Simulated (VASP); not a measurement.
# TlH5 (P6/mmm) in VASP: further runs, part 2 of 2

VASP 6.6.1. Earlier steps stand in the parts before.

**3. Single point, PBE**

This run uses another cell than the first one, of 9.41 Å³/atom, 1.008 times its volume.

The input, INCAR:

```
PREC     = Accurate       # precision mode
ENCUT    = 520            # plane-wave cutoff, eV
EDIFF    = 1E-6           # SCF threshold, eV
ISMEAR   = 0              # smearing method
SIGMA    = 0.1            # smearing width, eV
LREAL    = F              # projectors in reciprocal space
LASPH    = T              # aspherical terms in the spheres
NELM     = 60             # most SCF steps
ALGO     = Normal         # electronic algorithm
ISIF     = 2              # what is computed and relaxed
LWAVE    = F              # write WAVECAR
LCHARG   = T              # write CHGCAR
GGA      = PE             # functional
LELF     = T              # ELF
LVHAR    = T            
NBANDS   = 18             # bands
```

The input, KPOINTS:

```
Automatic mesh
0
Gamma
  12 12 6
```

The input, POSCAR:

```
TlH5
1.0
    3.0679898785      0.0000000000      0.0000000000
   -1.5339949392      2.6569571733      0.0000000000
    0.0000000000      0.0000000000      6.9265018063
Tl H
1 5
Direct
    0.0000000000      0.0000000000      0.5000000000
    0.0000000000      0.0000000000      0.2556049088
    0.0000000000      0.0000000000      0.7443950912
    0.5000000000      0.0000000000      0.0000000000
    0.0000000000      0.5000000000      0.0000000000
    0.5000000000      0.5000000000      0.0000000000
```

Potentials or basis: VASP PAW PBE potentials, release 64 (Tl_d, H).

Command:

```console
$ cat potpaw_PBE.64/Tl_d/POTCAR potpaw_PBE.64/H/POTCAR > POTCAR
$ mpirun -np 1 vasp_std > vasp.out
```

OUTCAR:

```text
PREC = Accurate
   ENCUT = 520
   EDIFF = 1E-6
   ISMEAR = 0
   LREAL = F
   LASPH = T
   NELM = 60
   ISIF = 2
   GGA = PE

 ion  position               nearest neighbor table
   1  0.000  0.000  0.500-   2 1.69   3 1.69
   2  0.000  0.000  0.256-   1 1.69
   3  0.000  0.000  0.744-   1 1.69
   4  0.500  0.000  0.000-
   5  0.000  0.500  0.000-
   6  0.500  0.500  0.000-

  LATTYP: Found a hexagonal cell.
 ALAT       =     3.0679898785
 C/A-ratio  =     2.2576677501

  Lattice vectors:

 A1 = (   3.0679898785,   0.0000000000,   0.0000000000)
 A2 = (  -1.5339949392,   2.6569571733,   0.0000000000)
 A3 = (   0.0000000000,   0.0000000000,   6.9265018063)

Analysis of symmetry for initial positions (statically):
=====================================================================
 Subroutine PRICEL returns:
 Original cell was already a primitive cell.

 Routine SETGRP: Setting up the symmetry group for a
 hexagonal supercell.

 Subroutine GETGRP returns: Found 24 space group operations
 (whereof 24 operations were pure point group operations)
 out of a pool of 24 trial point group operations.
[... 169 lines left out ...]

  energy without entropy =      -13.95327958  energy(sigma->0) =      -13.95565450

 E-fermi :   2.7387     XC(G=0):  -9.1255

 val. band max:        2.7348489573   @ k =   0.2500   0.2500   0.5000
 cond. band min:       2.7522298046   @ k =   0.2500   0.1667   0.5000
 fundamental gap:      0.0173808473
 Fermi energy:         2.7386680189

 k-point     1 :       0.0000    0.0000    0.0000
  band No.  band energies     occupation
      1     -10.5432      2.00000
      2      -9.5644      2.00000
      3      -9.5644      2.00000
      4      -8.9686      2.00000
      5      -8.9686      2.00000
      6      -8.2901      2.00000
[... 481 lines left out ...]
      5      -8.8246      2.00000
      6      -5.4794      2.00000
[... 10 lines left out ...]
     17      14.5646      0.00000
     18      15.6115      0.00000

 [... further k-points ...]
[... 5 lines left out ...]
  --------------------------------------------------------------------------------------
  -------------------------------------------------------------------------------------
  Total       -0.0588343     -0.0588343     -0.1492899     -0.0000000     -0.0000000     -0.0000000
  in kB       -1.6695095     -1.6695095     -4.2363196     -0.0000000     -0.0000000     -0.0000000
  external PRESSURE =      -2.5251129 kB  Pullay stress =       0.0000000 kB

 VOLUME and BASIS-vectors are now :
 -----------------------------------------------------------------------------
  energy-cutoff  :      520.00
  volume of cell :       56.46
      direct lattice vectors                 reciprocal lattice vectors
     3.067989879  0.000000000  0.000000000     0.325946317  0.188185194  0.000000000
    -1.533994939  2.656957173  0.000000000     0.000000000  0.376370387  0.000000000
     0.000000000  0.000000000  6.926501806     0.000000000  0.000000000  0.144373022

 POSITION                                       TOTAL-FORCE (eV/Angst)
 -----------------------------------------------------------------------------------
      0.00000      0.00000      3.46325         0.000000      0.000000      0.000000
      0.00000      0.00000      1.77045         0.000000      0.000000      0.031523
      0.00000      0.00000      5.15605        -0.000000     -0.000000     -0.031523
      1.53399      0.00000      0.00000         0.000000      0.000000      0.000000
     -0.76700      1.32848      0.00000         0.000000      0.000000      0.000000
      0.76700      1.32848      0.00000         0.000000      0.000000      0.000000
 -----------------------------------------------------------------------------------
    total drift:                                0.000000      0.000000      0.000000

  FREE ENERGIE OF THE ION-ELECTRON SYSTEM (eV)
  ---------------------------------------------------
  free  energy   TOTEN  =       -13.9580294125 eV

  energy  without entropy=      -13.9532795813  energy(sigma->0) =      -13.95565450
```

stdout:

```text
POSCAR found type information on POSCAR TlH
 POSCAR found :  2 types and       6 ions
 scaLAPACK will be used
 LDA part: xc-table for (Slater+PW92), standard interpolation
 POSCAR, INCAR and KPOINTS ok, starting setup
 FFT: planning ... GRIDC
 FFT: planning ... GRID_SOFT
 FFT: planning ... GRID
 WAVECAR not read
 entering main loop
```

Run time: 48 s. Hardware: 1 thread of Intel Xeon Platinum 8488C (Sapphire Rapids), shared host; peak memory 0.22 GiB.

What came out:

```
Free energy            : -13.9580 eV
Pressure               : -0.3 GPa
Largest force          : 0.032 eV/Å
Band gap on the k mesh : zero (band 9 reaches 5.13 eV, above the bottom of band 10 at 0.45 eV)
```

Forces on the atoms (eV/Å):
```
Tl   0.000  0.000  0.000
H    0.000  0.000  0.032
H    0.000  0.000 -0.032
H    0.000  0.000  0.000
H    0.000  0.000  0.000
H    0.000  0.000  0.000
```

Levels at points of the mesh, in eV from the Fermi level:
| k point | band 5 | band 6 | band 7 | band 8 | band 9 | band 10 | band 11 | band 12 | band 13 | band 14 |
| --- | --- | --- | --- | --- | --- | --- | --- | --- | --- | --- |
| (0.00, 0.00, 0.00) | -11.71 | -11.03 | -8.50 | -5.85 | 2.36 | 5.72 | 6.74 | 6.74 | 9.21 | 12.45 |
| (0.50, 0.00, 0.00) | -11.29 | -5.76 | -5.01 | -3.62 | -2.38 | -2.29 | 4.44 | 4.88 | 5.22 | 7.56 |
| (0.00, 0.00, 0.50) | -11.71 | -10.85 | -9.21 | -4.63 | 0.27 | 6.74 | 6.74 | 7.37 | 10.18 | 12.57 |
| (0.50, 0.00, 0.50) | -11.29 | -5.62 | -4.94 | -4.45 | -2.44 | -1.18 | 3.57 | 4.95 | 6.91 | 7.10 |

Caveat: spin-orbit coupling is left out, which moves the levels of the heavy elements.

**4. Relaxation of cell and atoms, PBE**

This run uses another cell than the first one, of 13.38 Å³/atom, 1.433 times its volume.

The input, INCAR:

```
ALGO = Normal
EDIFF = 1E-7
EDIFFG = -0.04
ENCUT = 600
GGA = PE
IBRION = 2
ISIF = 3
ISMEAR = 0
LASPH = True
LCHARG = False
LREAL = False
LWAVE = False
NELM = 60
NSW = 90
PREC = Accurate
SIGMA = 0.1
```

The input, KPOINTS:

```
k-points
0
Gamma
  6 6 4
```

The input, POSCAR:

```
TlH5
1.0
    4.0431069000      0.0000000000      0.0000000000
   -2.0215534500      3.5014332800      0.0000000000
    0.0000000000      0.0000000000      5.6715399300
Tl H
1 5
Direct
    0.0000000000      0.0000000000      0.5000000000
    0.0000000000      0.0000000000      0.1807832800
    0.0000000000      0.0000000000      0.8192167200
    0.5000000000      0.0000000000      0.0000000000
    0.0000000000      0.5000000000      0.0000000000
    0.5000000000      0.5000000000      0.0000000000
```

Command:

```console
$ cat potpaw_PBE.64/Tl_d/POTCAR potpaw_PBE.64/H/POTCAR > POTCAR
$ mpirun -np 1 vasp_std > vasp.out
```

Run time: 4.6 min. Hardware: 1 thread of Intel Xeon Platinum 8488C (Sapphire Rapids), shared host; peak memory 0.24 GiB.

Results (log left out):

```yaml
Free_energy: -13.9595 eV
Relaxed_volume: 9.10 Å³/atom
Relaxed_cell: a = 3.061 Å, b = 3.061 Å, c = 6.723 Å, α = 90.00°, β = 90.00°, γ = 120.00°
Space_group_after_relaxing_to_0.05_Å: P6/mmm (No. 191)
Energy_gained_by_relaxing: 363.3 meV/atom
Ionic_steps: 20
Pressure_after_relaxing: 0.6 GPa
Largest_force_after_relaxing: 0.004 eV/Å
Band_gap_on_the_k_mesh: zero (band 9 reaches 5.69 eV, above the bottom of band 10 at 0.76 eV)
```

Forces in eV/Å, atoms in the order of the input:
```
Tl   0.000  0.000  0.000
H    0.000  0.000  0.004
H    0.000  0.000 -0.004
H    0.000  0.000  0.000
H    0.000  0.000  0.000
H    0.000  0.000  0.000
```

Step by step:
```csv
step,energy change (eV),largest force (eV/Å),pressure (GPa),volume (Å³)
1,0.0000,0.4413,-7.51,80.29
2,-0.3302,0.0415,-6.34,73.22
3,-0.6557,0.8370,-2.73,63.26
4,0.0169,5.1295,20.85,46.11
5,-0.7025,1.1306,-1.27,60.68
6,-0.9223,0.9064,-1.19,57.74
7,-1.5238,0.3814,1.49,49.32
8,-0.5086,0.0815,43.91,34.28
9,-1.6693,0.2519,4.49,46.13
10,-1.7078,0.1379,8.95,43.11
11,-1.8490,0.3257,4.70,44.53
12,-1.8965,0.5974,1.73,45.83
13,-1.8984,0.6476,1.14,46.14
14,-1.9342,0.6185,0.73,46.67
15,-2.0211,0.4180,0.01,48.29
16,-2.0945,0.1760,0.28,51.63
17,-2.1288,0.0036,-0.37,52.58
18,-2.1613,0.3028,-1.43,54.58
19,-2.1774,0.1123,-0.09,54.58
20,-2.1796,0.0043,0.58,54.57
```

Final structure:
```cif
data_structure
_symmetry_space_group_name_H-M 'P 1'
_symmetry_Int_Tables_number 1
_cell_length_a 3.0614
_cell_length_b 3.0614
_cell_length_c 6.7233
_cell_angle_alpha 90.000
_cell_angle_beta 90.000
_cell_angle_gamma 120.000
_cell_volume 54.57
loop_
_atom_site_label
_atom_site_type_symbol
_atom_site_fract_x
_atom_site_fract_y
_atom_site_fract_z
_atom_site_occupancy
Tl1 Tl 0.00000 0.00000 0.50000 1
H1 H 0.00000 0.00000 0.24803 1
H2 H 0.00000 0.00000 0.75197 1
H3 H 0.50000 0.00000 0.00000 1
H4 H 0.00000 0.50000 0.00000 1
H5 H 0.50000 0.50000 0.00000 1
```

Levels at points of the mesh, in eV from the Fermi level:
| k point | band 6 | band 7 | band 8 | band 9 | band 10 | band 11 | band 12 | band 13 |
| --- | --- | --- | --- | --- | --- | --- | --- | --- |
| (0.00, 0.00, 0.00) | -10.86 | -8.33 | -5.60 | 2.94 | 6.28 | 6.91 | 6.91 | 9.73 |
| (0.50, 0.00, 0.00) | -5.53 | -4.93 | -3.33 | -2.22 | -1.99 | 4.80 | 5.00 | 5.47 |
| (0.00, 0.00, 0.50) | -10.60 | -9.22 | -4.12 | 0.59 | 6.91 | 6.91 | 7.70 | 10.90 |
| (0.50, 0.00, 0.50) | -5.31 | -4.85 | -4.40 | -2.18 | -0.75 | 3.90 | 5.08 | 7.69 |

Caveat: the volume moved by over 15 % at a fixed basis, so the end points are rough; spin-orbit coupling is left out, which moves the levels of the heavy elements.

**5. Relaxation of cell and atoms, PBE**

The input, INCAR:

```
SYSTEM = TlH5
PREC     = Accurate       ! precision mode
ENCUT    = 600            ! plane-wave cutoff, eV
EDIFF    = 1E-6           ! SCF threshold, eV
ISMEAR   = 0              ! smearing method
SIGMA    = 0.1            ! smearing width, eV
LREAL    = .FALSE.        ! projectors in reciprocal space
LASPH    = .TRUE.         ! aspherical terms in the spheres
NELM     = 100            ! most SCF steps
ALGO     = Normal         ! electronic algorithm
ISIF     = 3              ! what is computed and relaxed
LWAVE    = .FALSE.        ! write WAVECAR
LCHARG   = .FALSE.        ! write CHGCAR
GGA      = PE             ! functional
IBRION   = 2              ! ionic algorithm
NSW      = 100            ! ionic steps
EDIFFG   = -0.01          ! ionic threshold
```

The input, KPOINTS:

```
regular mesh
0
G
  12 12 6
  0 0 0
```

The input, POSCAR:

```
TlH5
1.0
    3.0723817029      0.0000000000      0.0000000000
   -1.5361908514      2.6607606048      0.0000000000
    0.0000000000      0.0000000000      6.8546420033
Tl H
1 5
Direct
    0.0000000000      0.0000000000      0.5000000000
    0.0000000000      0.0000000000      0.2527238554
    0.0000000000      0.0000000000      0.7472761446
    0.5000000000      0.0000000000      0.0000000000
    0.0000000000      0.5000000000      0.0000000000
    0.5000000000      0.5000000000      0.0000000000
```

Command:

```console
$ cat potpaw_PBE.64/Tl_d/POTCAR potpaw_PBE.64/H/POTCAR > POTCAR
$ mpirun -np 1 vasp_std > vasp.out
```

It took 63 s on 1 thread of Intel Xeon Platinum 8488C (Sapphire Rapids), shared host; peak memory 0.25 GiB.

It converged, with:

| Property | Result |
| --- | --- |
| Free energy | -13.9580 eV |
| Relaxed volume | 9.32 Å³/atom |
| Relaxed cell | a = 3.070 Å, b = 3.070 Å, c = 6.850 Å, α = 90.00°, β = 90.00°, γ = 120.00° |
| Space group after relaxing (to 0.05 Å) | P6/mmm (No. 191) |
| Energy gained by relaxing | 0.0 meV/atom |
| Ionic steps | 2 |
| Pressure after relaxing | -0.1 GPa |
| Largest force after relaxing | 0.007 eV/Å |
| Band gap on the k mesh | zero (band 9 reaches 5.32 eV, above the bottom of band 10 at 0.54 eV) |

Forces on the atoms (eV/Å):
```
Tl   0.000  0.000  0.000
H    0.000  0.000  0.007
H    0.000  0.000 -0.007
H    0.000  0.000  0.000
H    0.000  0.000  0.000
H    0.000  0.000  0.000
```

Stress tensor (GPa, compression positive):
```
-0.16  0.00  0.00
 0.00 -0.16  0.00
 0.00  0.00  0.17
```

The path:
```
step  energy change (eV)  largest force (eV/Å)  pressure (GPa)  volume (Å³)
   1              0.0000                0.0437           -0.28        56.04
   2             -0.0002                0.0071           -0.05        55.91
```

Final structure:
```
Tl H
1.0
     3.06980    0.00000    0.00000
    -1.53490    2.65852    0.00000
     0.00000    0.00000    6.85019
Tl H
1 5
Direct
  0.00000 0.00000 0.50000
  0.00000 0.00000 0.25303
  0.00000 0.00000 0.74697
  0.50000 0.00000 0.00000
  0.00000 0.50000 0.00000
  0.50000 0.50000 0.00000
```

Levels at points of the mesh, in eV from the Fermi level:
| k point | band 6 | band 7 | band 8 | band 9 | band 10 | band 11 | band 12 | band 13 |
| --- | --- | --- | --- | --- | --- | --- | --- | --- |
| (0.00, 0.00, 0.00) | -11.03 | -8.47 | -5.83 | 2.50 | 5.87 | 6.73 | 6.73 | 9.29 |
| (0.50, 0.00, 0.00) | -5.77 | -5.02 | -3.61 | -2.38 | -2.26 | 4.49 | 4.85 | 5.23 |
| (0.00, 0.00, 0.50) | -10.83 | -9.25 | -4.52 | 0.32 | 6.72 | 6.72 | 7.42 | 10.34 |
| (0.50, 0.00, 0.50) | -5.61 | -4.95 | -4.51 | -2.43 | -1.10 | 3.61 | 4.92 | 7.01 |

Caveat: spin-orbit coupling is left out, which moves the levels of the heavy elements.

**6. Overview**

```csv
task,cell,k mesh,cutoff (eV),gap on the mesh (eV),pressure (GPa),largest force (eV/Å)
single point,"a = 3.072, b = 3.072, c = 6.855 Å, angles 90.0, 90.0, 120.0°, 6 atoms",6 × 6 × 4,520,none,-0.2,0.04
single point,"a = 3.068, b = 3.068, c = 6.927 Å, angles 90.0, 90.0, 120.0°, 6 atoms",12 × 12 × 6,520,none,-0.3,0.03
relaxation of cell and atoms,"relaxed from a = 4.043, b = 4.043, c = 5.672 Å, angles 90.0, 90.0, 120.0°, 6 atoms",6 × 6 × 4,600,none,0.6,-
relaxation of cell and atoms,"relaxed from a = 3.072, b = 3.072, c = 6.855 Å, angles 90.0, 90.0, 120.0°, 6 atoms",12 × 12 × 6,600,none,-0.1,0.01
```

Alike in all rows: level PBE; potentials or basis VASP PAW PBE potentials, release 64 (Tl_d, H); no spin polarisation; smearing gaussian 0.1 eV.

Caveats: some runs use coarse meshes; spin-orbit coupling is left out, which moves the levels of the heavy elements; the volume moved by over 15 % at a fixed basis, so the end points are rough (some runs).

Absolute energies hang on the potentials; compare differences alone.
